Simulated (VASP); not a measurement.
# Mg (Fm-3m) in VASP: settings compared, part 2 of 2

VASP 6.6.1. The steps go on from the part before.

**5. Single point, RPBE+D3(BJ) (volume scaled by 0.96)**

Contents of INCAR:

```
PREC     = Accurate       # precision mode
ENCUT    = 520            # plane-wave cutoff, eV
EDIFF    = 1E-6           # SCF threshold, eV
ISMEAR   = 0              # smearing method
SIGMA    = 0.15           # smearing width, eV
LREAL    = False          # projectors in reciprocal space
LASPH    = True           # aspherical terms in the spheres
NELM     = 100            # most SCF steps
ALGO     = Normal         # electronic algorithm
ISIF     = 2              # what is computed and relaxed
LWAVE    = False          # write WAVECAR
LCHARG   = True           # write CHGCAR
GGA      = RP             # functional
IVDW     = 12             # dispersion correction
LELF     = True           # ELF
LVHAR    = True         
NBANDS   = 7              # bands
```

Contents of KPOINTS:

```
Automatic mesh
0
Gamma
  10 10 10
```

Contents of POSCAR:

```
Mg
1.0
    0.0000000000      2.2139244980      2.2139244980
    2.2139244980      0.0000000000      2.2139244980
    2.2139244980      2.2139244980      0.0000000000
Mg
1
Direct
    0.0000000000      0.0000000000      0.0000000000
```

Potentials or basis: VASP PAW PBE potentials, release 64 (Mg).

On the command line:

```console
$ cat potpaw_PBE.64/Mg/POTCAR > POTCAR
$ mpirun -np 1 vasp_std > vasp.out
```

OUTCAR:

```text
PREC = Accurate
   ENCUT = 520
   EDIFF = 1E-6
   ISMEAR = 0
   LREAL = False
   LASPH = True
   NELM = 100
   ISIF = 2
   GGA = RP
   IVDW = 12
 IVDW          = 12

 ion  position               nearest neighbor table
   1  0.000  0.000  0.000-

  LATTYP: Found a face centered cubic cell.
 ALAT       =     4.4278489960

  Lattice vectors:

 A1 = (   0.0000000000,   2.2139244980,   2.2139244980)
 A2 = (   2.2139244980,   0.0000000000,   2.2139244980)
 A3 = (   2.2139244980,   2.2139244980,   0.0000000000)

Analysis of symmetry for initial positions (statically):
=====================================================================
 Subroutine PRICEL returns:
 Original cell was already a primitive cell.

 Routine SETGRP: Setting up the symmetry group for a
 face centered cubic supercell.

 Subroutine GETGRP returns: Found 48 space group operations
 (whereof 48 operations were pure point group operations)
 out of a pool of 48 trial point group operations.

The static configuration has the point symmetry O_h .

Analysis of symmetry for dynamics (positions and initial velocities):
=====================================================================
 Subroutine PRICEL returns:
 Original cell was already a primitive cell.

 Routine SETGRP: Setting up the symmetry group for a
 face centered cubic supercell.

 Subroutine GETGRP returns: Found 48 space group operations
 (whereof 48 operations were pure point group operations)
 out of a pool of 48 trial point group operations.

The dynamic configuration has the point symmetry O_h .

 Subroutine INISYM returns: Found 48 space group operations
 (whereof 48 operations are pure point group operations),
 and found     1 'primitive' translations

----------------------------------------------------------------------------------------

                                     Primitive cell

  volume of cell :      21.7029

  direct lattice vectors                    reciprocal lattice vectors
     0.000000000  2.213924498  2.213924498    -0.225843293  0.225843293  0.225843293
     2.213924498  0.000000000  2.213924498     0.225843293 -0.225843293  0.225843293
     2.213924498  2.213924498  0.000000000     0.225843293  0.225843293 -0.225843293

  length of vectors
     3.130962051  3.130962051  3.130962051     0.391172059  0.391172059  0.391172059

  position of ions in fractional coordinates (direct lattice)
     0.000000000  0.000000000  0.000000000

  ion indices of the primitive-cell ions
   primitive index   ion index
                 1           1

----------------------------------------------------------------------------------------

 KPOINTS: Automatic mesh

Automatic generation of k-mesh.
 Grid dimensions read from file:
 generate k-points for:   10   10   10

 Generating k-lattice:

  Cartesian coordinates                     Fractional coordinates (reciprocal lattice)
    -0.022584329  0.022584329  0.022584329     0.100000000  0.000000000  0.000000000
     0.022584329 -0.022584329  0.022584329     0.000000000  0.100000000  0.000000000
     0.022584329  0.022584329 -0.022584329     0.000000000  0.000000000  0.100000000

  Length of vectors
     0.039117206  0.039117206  0.039117206

  Shift w.r.t. Gamma in fractional coordinates (k-lattice)
     0.000000000  0.000000000  0.000000000

 Subroutine IBZKPT returns following result:
 ===========================================

 Found     47 irreducible k-points:

 Following reciprocal coordinates:
            Coordinates               Weight
  0.000000  0.000000  0.000000      1.000000
  0.100000  0.000000  0.000000      8.000000
  0.200000  0.000000  0.000000      8.000000
  0.300000  0.000000  0.000000      8.000000
  0.400000  0.000000  0.000000      8.000000
  0.500000  0.000000  0.000000      4.000000
[... 16 lines left out ...]
  0.300000  0.300000  0.000000      6.000000
  0.400000  0.300000  0.000000     24.000000
 [... further k-points ...]
   k-points           NKPTS =     47   k-points in BZ     NKDIM =     47   number of bands    NBANDS=      7
   number of dos      NEDOS =    301   number of ions     NIONS =      1
   total plane-waves  NPLWV =  13824
   dimension x,y,z NGX =    24 NGY =   24 NGZ =   24
   dimension x,y,z NGXF=    48 NGYF=   48 NGZF=   48
   ions per type =               1
   NGX,Y,Z   is equivalent  to a cutoff of  12.74, 12.74, 12.74 a.u.
   NGXF,Y,Z  is equivalent  to a cutoff of  25.49, 25.49, 25.49 a.u.
 SYSTEM =  unknown system
   PREC   = accura    normal or accurate (medium, high low for compatibility)
   ISTART =      0    job   : 0-new  1-cont  2-samecut
   ICHARG =      2    charge: 1-file 2-atom 10-const
   ISPIN  =      1    spin polarized calculation?
   LNONCOLLINEAR =      F non collinear calculations
   LSORBIT =      F    spin-orbit coupling
   LASPH  =      T    aspherical Exc in radial PAW
   ENCUT  =  520.0 eV  38.22 Ry    6.18 a.u.   5.82  5.82  5.82*2*pi/ulx,y,z
   NELM   =    100;   NELMIN=  2; NELMDL= -5     # of ELM steps
   EDIFF  = 0.1E-05   stopping-criterion for ELM
   LREAL  =      F    real-space projection
   EDIFFG = 0.1E-04   stopping-criterion for IOM
   NSW    =      0    number of steps for IOM
   IBRION =     -1    ionic relax: 0-MD 1-quasi-New 2-CG
   NFREE  =      0    steps in history (QN), initial steepest desc. (CG)
   ISIF   =      2    stress and relaxation
   ISYM   =      2    0-nonsym 1-usesym 2-fastsym
   POTIM  = 0.5000    time-step for ionic-motion
   TEBEG  =    0.0;   TEEND  =   0.0 temperature during run
   PSTRESS=    0.0 pullay stress
   NELECT =       2.0000    total number of electrons
   NUPDOWN=      -1.0000    fix difference up-down
   EMIN   =  10.00;   EMAX   =-10.00  energy-range for DOS
   EFERMI =   0.00;   METHOD = LEGACY
   ISMEAR =     0;   SIGMA  =   0.15  broadening in eV -4-tet -1-fermi 0-gaus
   EFERMI_NEDOS =   21; number of points for ismear=-14 and -15
   IALGO  =     38    algorithm
   IMIX   =      4    mixing-type and parameters
     AMIX     =   0.40;   BMIX     =  1.00
     AMIX_MAG =   1.60;   BMIX_MAG =  1.00
  volume/ion in A,a.u.               =      21.70       146.46
  Fermi-wavevector in a.u.,A,eV,Ry     =   0.739455  1.397368  7.439589  0.546794
  Thomas-Fermi vector in A             =   1.833622
   LORBIT       =      0    0 simple, 1 ext, 2 COOP (PROOUT), +10 PAW based schemes
   GGA     = RP    functional components
   LHFCALC =     F    Hartree Fock is set to
   AEXX    =    0.0000 exact exchange contribution
   IVDW    =    12    specifies the selected vdW correction
   LEPSILON=     F    determine dielectric tensor
   LRPA    =     F    only Hartree local field effects (RPA)
 non-spin polarized calculation
 Gauss-broadening in eV      SIGMA  =   0.15
  energy-cutoff  :      520.00
  volume of cell :       21.70
 maximum number of plane-waves:       598
   NGX = 11   NGY = 11   NGZ = 11

 number of electron       2.0000000 magnetization

 Free energy of the ion-electron system (eV)
  ---------------------------------------------------
  ext. energy  EPLUGINS =         0.00000000
  ---------------------------------------------------
  free energy    TOTEN  =        -1.31027077 eV

  energy without entropy =       -1.30481787  energy(sigma->0) =       -1.30754432

 E-fermi :   3.1013     XC(G=0):  -8.5654

 val. band max:        3.0541615256   @ k =  -0.4000   0.5000   0.1000
 cond. band min:       3.1731304059   @ k =  -0.3000   0.4000   0.1000
 fundamental gap:      0.1189688803
 Fermi energy:         3.1013015078

 k-point     1 :       0.0000    0.0000    0.0000
  band No.  band energies     occupation
      1      -4.1360      2.00000
      2      15.7673      0.00000
      3      15.7673      0.00000
      4      15.7673      0.00000
      5      18.0717      0.00000
      6      18.0720      0.00000
      7      18.0720      0.00000
[... 221 lines left out ...]
 k-point    24 :       0.4000    0.3000    0.0000
  band No.  band energies     occupation
      1      -0.2948      2.00000
      2       7.9572      0.00000
      3       8.5789      0.00000
      4      11.0018      0.00000
      5      11.8017      0.00000
      6      15.3390      0.00000
      7      23.9568      0.00000

 [... further k-points ...]

------------------------ aborting loop because EDIFF is reached ----------------------------------------

 Edisp (eV)   -1.38996

 E8    (eV) :    -0.8932

  FORCE on cell =-STRESS in cart. coord.  units (eV):
  Direction    XX          YY          ZZ          XY          YZ          ZX
  --------------------------------------------------------------------------------------
  -------------------------------------------------------------------------------------
  Total      -1.59985    -1.59985    -1.59985     0.00000     0.00000     0.00000
  in kB    -118.10584  -118.10584  -118.10584     0.00000     0.00000     0.00000
  external pressure =     -118.11 kB  Pullay stress =        0.00 kB

 VOLUME and BASIS-vectors are now :
 -----------------------------------------------------------------------------
  energy-cutoff  :      520.00
  volume of cell :       21.70
      direct lattice vectors                 reciprocal lattice vectors
     0.000000000  2.213924498  2.213924498    -0.225843293  0.225843293  0.225843293
     2.213924498  0.000000000  2.213924498     0.225843293 -0.225843293  0.225843293
     2.213924498  2.213924498  0.000000000     0.225843293  0.225843293 -0.225843293

 POSITION                                       TOTAL-FORCE (eV/Angst)
 -----------------------------------------------------------------------------------
      0.00000      0.00000      0.00000         0.000000      0.000000      0.000000
 -----------------------------------------------------------------------------------
    total drift:                                0.000000      0.000000     -0.000000

  FREE ENERGIE OF THE ION-ELECTRON SYSTEM (eV)
  ---------------------------------------------------
  free  energy   TOTEN  =        -2.7002355229 eV

  energy  without entropy=       -2.6947826264  energy(sigma->0) =       -2.69750907
```

Run time: 15 s. Hardware: 1 thread of AMD EPYC 7R13, shared host; peak memory 0.12 GiB.

Results:

```yaml
Free_energy: -2.7002 eV
Pressure: -11.8 GPa
Band_gap_on_the_k_mesh: zero (band 1 reaches 3.88 eV, above the bottom of band 2 at 1.78 eV)
Dispersion_energy_per_atom: -1.390 eV
```

Levels at points of the mesh, in eV from the Fermi level:
| k point | band 1 | band 2 | band 3 | band 4 | band 5 | band 6 |
| --- | --- | --- | --- | --- | --- | --- |
| (0.00, 0.00, 0.00) | -7.24 | 12.67 | 12.67 | 12.67 | 14.97 | 14.97 |
| (0.50, 0.00, 0.00) | -1.89 | -1.33 | 11.51 | 11.51 | 12.68 | 12.68 |
| (0.50, 0.50, 0.00) | -0.32 | 0.77 | 6.10 | 7.21 | 7.21 | 10.37 |

Caveat: the PAW data sets were made with another functional, which shifts forces and pressure a little; pairwise dispersion overbinds metals, which lowers pressure and volume.

**6. Single point, RPBE+D3(BJ)**

Contents of INCAR:

```
SYSTEM = Mg
PREC     = Accurate       ! precision mode
ENCUT    = 520            ! plane-wave cutoff, eV
EDIFF    = 1E-7           ! SCF threshold, eV
ISMEAR   = 0              ! smearing method
SIGMA    = 0.15           ! smearing width, eV
LREAL    = .False.        ! projectors in reciprocal space
LASPH    = .True.         ! aspherical terms in the spheres
NELM     = 100            ! most SCF steps
ALGO     = Normal         ! electronic algorithm
ISIF     = 2              ! what is computed and relaxed
LWAVE    = .False.        ! write WAVECAR
LCHARG   = .True.         ! write CHGCAR
GGA      = RP             ! functional
IVDW     = 12             ! dispersion correction
LELF     = .True.         ! ELF
LVHAR    = .True.       
NBANDS   = 7              ! bands
```

Contents of KPOINTS:

```
regular mesh
0
Gamma
  10 10 10
  0 0 0
```

Contents of POSCAR:

```
Mg
1.0
    0.0000000000      2.2442560000      2.2442560000
    2.2442560000      0.0000000000      2.2442560000
    2.2442560000      2.2442560000      0.0000000000
Mg
1
Direct
    0.0000000000      0.0000000000      0.0000000000
```

Potentials or basis: VASP PAW PBE potentials, release 64 (Mg).

On the command line:

```console
$ cat potpaw_PBE.64/Mg/POTCAR > POTCAR
$ mpirun -np 1 vasp_std > vasp.out
```

Wall time 18 s (1 thread of AMD EPYC 7R13, shared host); peak memory 0.12 GiB.

It converged, with:

```yaml
Free_energy: -2.6314 eV
Pressure: -12.5 GPa
Band_gap_on_the_k_mesh: zero (band 1 reaches 3.65 eV, above the bottom of band 2 at 1.55 eV)
Dispersion_energy_per_atom: -1.306 eV
```

Levels at points of the mesh, in eV from the Fermi level:
```csv
k point,band 1,band 2,band 3,band 4,band 5,band 6
"(0.00, 0.00, 0.00)",-7.06,12.41,12.41,12.41,14.49,14.49
"(0.50, 0.00, 0.00)",-1.83,-1.33,11.28,11.28,12.26,12.26
"(0.50, 0.50, 0.00)",-0.31,0.75,6.03,6.99,6.99,9.96
```

Caveat: the PAW data sets were made with another functional, which shifts forces and pressure a little; pairwise dispersion overbinds metals, which lowers pressure and volume.

**7. Overview**

| level | potentials or basis | cell | smearing | gap on the mesh (eV) | pressure (GPa) |
| --- | --- | --- | --- | --- | --- |
| PBEsol | VASP PAW PBE potentials, release 64 (Mg) | a = 3.174 Å, angles 60.0°, 1 atom | gaussian 0.05 eV | none | 0.1 |
| LDA | VASP PAW LDA potentials, release 64 (Mg) | a = 3.174 Å, angles 60.0°, 1 atom | gaussian 0.05 eV | none | -1.7 |
| RPBE+D3(BJ) | VASP PAW PBE potentials, release 64 (Mg) | a = 3.109 Å, angles 60.0°, 1 atom | gaussian 0.15 eV | none | -11.3 |
| RPBE+D3(BJ) | VASP PAW PBE potentials, release 64 (Mg) | a = 3.131 Å, angles 60.0°, 1 atom | gaussian 0.15 eV | none | -11.8 |
| RPBE+D3(BJ) | VASP PAW PBE potentials, release 64 (Mg) | a = 3.174 Å, angles 60.0°, 1 atom | gaussian 0.15 eV | none | -12.5 |

Alike in all rows: task single point; no spin polarisation; k mesh 10 × 10 × 10; cutoff (eV) 520.

Caveats: the PAW data sets were made with another functional, which shifts forces and pressure a little (some runs); pairwise dispersion overbinds metals, which lowers pressure and volume (some runs).

Total energies depend on the potentials used, so only differences within one code and one set of settings carry meaning.
